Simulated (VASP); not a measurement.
# Sb (I4/mcm) in VASP: a series of runs

The runs below take Sb through single point, with PBEsol, LDA.

All numbers are computed with VASP 6.6.1; they aren't measurements. Logs are shortened: lines on timing, memory, paths and dates and some standing lists are left out, and cuts for length are marked.

## Step 1: The cell of the first run

Symmetry: I4/mcm, No. 140, tetragonal system. Conventional cell: a = 8.060 Å, b = 8.060 Å, c = 4.051 Å, α = 90.00°, β = 90.00°, γ = 90.00°. Within 4.1 Å of Sb (site symmetry m2m) lie 9 Sb at 3.03 to 4.05 Å.

## Step 2: Single point, PBEsol, non-collinear spin, zero start, spin-orbit coupling

Contents of INCAR:

```
PREC = Accurate
ENCUT = 520
EDIFF = 1E-6
ISMEAR = 1
SIGMA = 0.05
LREAL = False
LASPH = True
NELM = 150
ALGO = Normal
ISIF = 2
LWAVE = False
LCHARG = False
MAGMOM = 0 0 0 0 0 0 0 0 0 0 0 0
LORBIT = 11
LSORBIT = True
GGA_COMPAT = False
LORBMOM = True
GGA = PS
NBANDS = 34
```

Contents of KPOINTS:

```
Automatic mesh
0
Gamma
  6 6 6
```

Contents of POSCAR:

```
Sb
1.0
   -4.0300106443      4.0300106443      2.0254867038
    4.0300106443     -4.0300106443      2.0254867038
    4.0300106443      4.0300106443     -2.0254867038
Sb
4
Direct
    0.6512630600      0.1512630600      0.8025261200
    0.1512630600      0.3487369400      0.5000000000
    0.3487369400      0.8487369400      0.1974738800
    0.8487369400      0.6512630600      0.5000000000
```

Potentials or basis: VASP PAW PBE potentials, release 64 (Sb).

Run with:

```console
$ cat potpaw_PBE.64/Sb/POTCAR > POTCAR
$ mpirun -np 1 vasp_ncl > vasp.out
```

OUTCAR:

```text
PREC = Accurate
   ENCUT = 520
   EDIFF = 1E-6
   ISMEAR = 1
   LREAL = False
   LASPH = True
   NELM = 150
   ISIF = 2
   LORBIT = 11
   LSORBIT = True
   GGA = PS

 ion  position               nearest neighbor table
   1  0.651  0.151  0.803-   3 3.03   3 3.03   2 3.17   4 3.17   2 3.17   4 3.17   3 3.45
   2  0.151  0.349  0.500-   4 3.03   4 3.03   1 3.17   3 3.17   1 3.17   3 3.17   4 3.45
   3  0.349  0.849  0.197-   1 3.03   1 3.03   2 3.17   4 3.17   4 3.17   2 3.17   1 3.45
   4  0.849  0.651  0.500-   2 3.03   2 3.03   1 3.17   3 3.17   3 3.17   1 3.17   2 3.45

  LATTYP: Found a body centered tetragonal cell.
 ALAT       =     8.0600212886
 C/A-ratio  =     0.5026008322

  Lattice vectors:

 A1 = (  -4.0300106443,   4.0300106443,   2.0254867038)
 A2 = (   4.0300106443,  -4.0300106443,   2.0254867038)
 A3 = (   4.0300106443,   4.0300106443,  -2.0254867038)

Analysis of symmetry for initial positions (statically):
=====================================================================
 Subroutine PRICEL returns:
 Original cell was already a primitive cell.

 Routine SETGRP: Setting up the symmetry group for a
 body centered tetragonal supercell.

 Subroutine GETGRP returns: Found 16 space group operations
 (whereof  8 operations were pure point group operations)
 out of a pool of 16 trial point group operations.

The static configuration has the point symmetry C_4h.
 The point group associated with its full space group is D_4h.

Analysis of symmetry for dynamics (positions and initial velocities):
=====================================================================
 Subroutine PRICEL returns:
 Original cell was already a primitive cell.

 Routine SETGRP: Setting up the symmetry group for a
 body centered tetragonal supercell.

 Subroutine GETGRP returns: Found 16 space group operations
 (whereof  8 operations were pure point group operations)
 out of a pool of 16 trial point group operations.

The dynamic configuration has the point symmetry C_4h.
 The point group associated with its full space group is D_4h.

Analysis of structural, dynamic, and magnetic symmetry:
=====================================================================
 Subroutine PRICEL returns:
 Original cell was already a primitive cell.

 Routine SETGRP: Setting up the symmetry group for a
 body centered tetragonal supercell.

 Subroutine GETGRP returns: Found 16 space group operations
[... 1036 lines left out ...]
 -----------------------------------------------------------------------------------
    total drift:                                0.000000      0.000000      0.000000

  FREE ENERGIE OF THE ION-ELECTRON SYSTEM (eV)
  ---------------------------------------------------
  free  energy   TOTEN  =       -17.3749416472 eV

  energy  without entropy=      -17.3738662613  energy(sigma->0) =      -17.37458319

 orbital moment (x)

 # of ion     p       d       tot
 ----------------------------------------
  1        -0.000   0.000  -0.000
  2        -0.000  -0.000  -0.000
  3         0.000   0.000   0.000
  4         0.000   0.000   0.000
 ----------------------------------------
            0.000   0.000   0.000

 orbital moment (y)

 # of ion     p       d       tot
 ----------------------------------------
  1         0.000  -0.000   0.000
  2         0.000  -0.000   0.000
  3        -0.000   0.000  -0.000
  4        -0.000   0.000  -0.000
 ----------------------------------------
           -0.000   0.000  -0.000

 orbital moment (z)

 # of ion     p       d       tot
 ----------------------------------------
  1         0.000   0.000   0.000
  2         0.000   0.000   0.000
  3         0.000   0.000   0.000
  4         0.000   0.000   0.000
 ----------------------------------------
            0.000   0.000   0.000

 Spin-Orbit-Coupling matrix elements

 Ion:    1  E_soc:     -0.1396724
 l=   1
     0.0000000    -0.0227304    -0.0238984
    -0.0227304     0.0000000    -0.0227304
    -0.0238984    -0.0227304     0.0000000
 l=   2
     0.0000000    -0.0000345     0.0000000    -0.0000345    -0.0000957
    -0.0000345     0.0000000    -0.0000939    -0.0000553    -0.0000346
     0.0000000    -0.0000939     0.0000000    -0.0000939     0.0000000
    -0.0000345    -0.0000553    -0.0000939     0.0000000    -0.0000346
    -0.0000957    -0.0000346     0.0000000    -0.0000346     0.0000000
 l=   3
     0.0000000     0.0000000     0.0000000     0.0000000     0.0000000     0.0000000     0.0000000
     0.0000000     0.0000000     0.0000000     0.0000000     0.0000000     0.0000000     0.0000000
     0.0000000     0.0000000     0.0000000     0.0000000     0.0000000     0.0000000     0.0000000
     0.0000000     0.0000000     0.0000000     0.0000000     0.0000000     0.0000000     0.0000000
[... 49 lines left out ...]
 l=   2
     0.0000000    -0.0000345     0.0000000    -0.0000345    -0.0000957
    -0.0000345     0.0000000    -0.0000939    -0.0000553    -0.0000346
     0.0000000    -0.0000939     0.0000000    -0.0000939     0.0000000
    -0.0000345    -0.0000553    -0.0000939     0.0000000    -0.0000346
    -0.0000957    -0.0000346     0.0000000    -0.0000346     0.0000000
 l=   3
     0.0000000     0.0000000     0.0000000     0.0000000     0.0000000     0.0000000     0.0000000
     0.0000000     0.0000000     0.0000000     0.0000000     0.0000000     0.0000000     0.0000000
     0.0000000     0.0000000     0.0000000     0.0000000     0.0000000     0.0000000     0.0000000
     0.0000000     0.0000000     0.0000000     0.0000000     0.0000000     0.0000000     0.0000000
     0.0000000     0.0000000     0.0000000     0.0000000     0.0000000     0.0000000     0.0000000
     0.0000000     0.0000000     0.0000000     0.0000000     0.0000000     0.0000000     0.0000000
     0.0000000     0.0000000     0.0000000     0.0000000     0.0000000     0.0000000     0.0000000

 total charge

# of ion       s       p       d       tot
------------------------------------------
    1        1.230   1.106   0.036   2.372
    2        1.230   1.106   0.036   2.372
    3        1.230   1.106   0.036   2.372
    4        1.230   1.106   0.036   2.372
--------------------------------------------------
tot          4.919   4.425   0.143   9.486

 magnetization (x)

# of ion       s       p       d       tot
------------------------------------------
    1        0.000   0.000  -0.000   0.000
    2       -0.000  -0.000  -0.000  -0.000
    3        0.000   0.000  -0.000   0.000
    4       -0.000  -0.000  -0.000  -0.000
--------------------------------------------------
tot         -0.000   0.000  -0.000   0.000

 magnetization (y)

# of ion       s       p       d       tot
------------------------------------------
    1       -0.000  -0.000   0.000  -0.000
    2        0.000   0.000   0.000   0.000
    3       -0.000  -0.000   0.000  -0.000
    4        0.000   0.000   0.000   0.000
--------------------------------------------------
tot          0.000  -0.000   0.000  -0.000

 magnetization (z)

# of ion       s       p       d       tot
------------------------------------------
    1        0.000   0.000   0.000   0.000
    2       -0.000   0.000   0.000  -0.000
    3        0.000   0.000   0.000   0.000
    4       -0.000   0.000   0.000  -0.000
--------------------------------------------------
tot         -0.000   0.000   0.000  -0.000
```

stdout:

```text
POSCAR found type information on POSCAR Sb
 POSCAR found :  1 types and       4 ions
 scaLAPACK will be used
 -----------------------------------------------------------------------------
|                                                                             |
|                                                                             |
|     You enforced a specific xc type in the INCAR file but a different       |
|     I HOPE YOU KNOW WHAT YOU ARE DOING!                                     |
|                                                                             |
 -----------------------------------------------------------------------------

 LDA part: xc-table for (Slater+PW92), standard interpolation
 POSCAR, INCAR and KPOINTS ok, starting setup
 FFT: planning ... GRIDC
 FFT: planning ... GRID_SOFT
 FFT: planning ... GRID
 WAVECAR not read
 entering main loop
```

It took 7.9 min on 1 thread of Intel Xeon Platinum 8259CL at 2.50GHz (Skylake/Cascade Lake), shared host; peak memory 0.8 GiB.

Results:

| Quantity | Value |
| --- | --- |
| Free energy | -17.3749 eV |
| Pressure | -0.2 GPa |
| Largest force | 0.077 eV/Å |
| Net moment | 0.00 μB per cell |
| Valence electrons inside the program's atomic spheres | Sb 2.37 |

Forces in eV/Å, atoms in the order of the input:
```
Sb  -0.054 -0.054  0.000
Sb   0.054 -0.054  0.000
Sb   0.054  0.054  0.000
Sb  -0.054  0.054  0.000
```

Moments on the atoms (μB; x, y, z):
```
Sb  0.00 0.00 0.00
Sb  0.00 0.00 0.00
Sb  0.00 0.00 0.00
Sb  0.00 0.00 0.00
```

Caveat: the PAW data sets were made with another functional, which shifts forces and pressure a little.

## Step 3: Single point, LDA (30.92 Å³/atom)

This run uses another cell than the first one, of 30.92 Å³/atom.

Contents of INCAR:

```
SYSTEM = Sb
PREC = Accurate ; ENCUT = 520
EDIFF = 1E-7 ; ISMEAR = -1
SIGMA = 0.05 ; LREAL = .FALSE.
LASPH = .TRUE. ; NELM = 100
ALGO = Normal ; ISIF = 2
LWAVE = .FALSE. ; LCHARG = .FALSE.
NBANDS = 18
```

Contents of KPOINTS:

```
regular mesh
0
G
  7 7 7
  0 0 0
```

Contents of POSCAR:

```
Sb
1.0
   -3.9477424451      3.9477424451      1.9841386384
    3.9477424451     -3.9477424451      1.9841386384
    3.9477424451      3.9477424451     -1.9841386384
Sb
4
Direct
    0.6512630600      0.1512630600      0.8025261200
    0.1512630600      0.3487369400      0.5000000000
    0.3487369400      0.8487369400      0.1974738800
    0.8487369400      0.6512630600      0.5000000000
```

Potentials or basis: VASP PAW LDA potentials, release 64 (Sb).

Run with:

```console
$ cat potpaw_LDA.64/Sb/POTCAR > POTCAR
$ mpirun -np 1 vasp_std > vasp.out
```

It took 2.6 min on 1 thread of Intel Xeon 8259CL, shared host; peak memory 0.27 GiB.

Results (log left out):

| Item | Value |
| --- | --- |
| Free energy | -18.1308 eV |
| Pressure | 1.8 GPa |
| Largest force | 0.058 eV/Å |
| Band gap on the k mesh | zero (bands 10 and 11 overlap by 1.59 eV) |

Forces on the atoms (eV/Å):
```
Sb   0.041  0.041  0.000
Sb  -0.041  0.041  0.000
Sb  -0.041 -0.041  0.000
Sb   0.041 -0.041  0.000
```

Stress tensor (GPa, compression positive):
```
1.41 0.00 0.00
0.00 1.41 0.00
0.00 0.00 2.56
```

Levels at points of the mesh, in eV from the Fermi level:
```tsv
k point	band 8	band 9	band 10	band 11	band 12	band 13
(0.00, 0.00, 0.00)	-1.12	-1.12	-1.01	-1.01	-0.35	2.61
```

Caveat: spin-orbit coupling is left out, which moves the levels of the heavy elements.
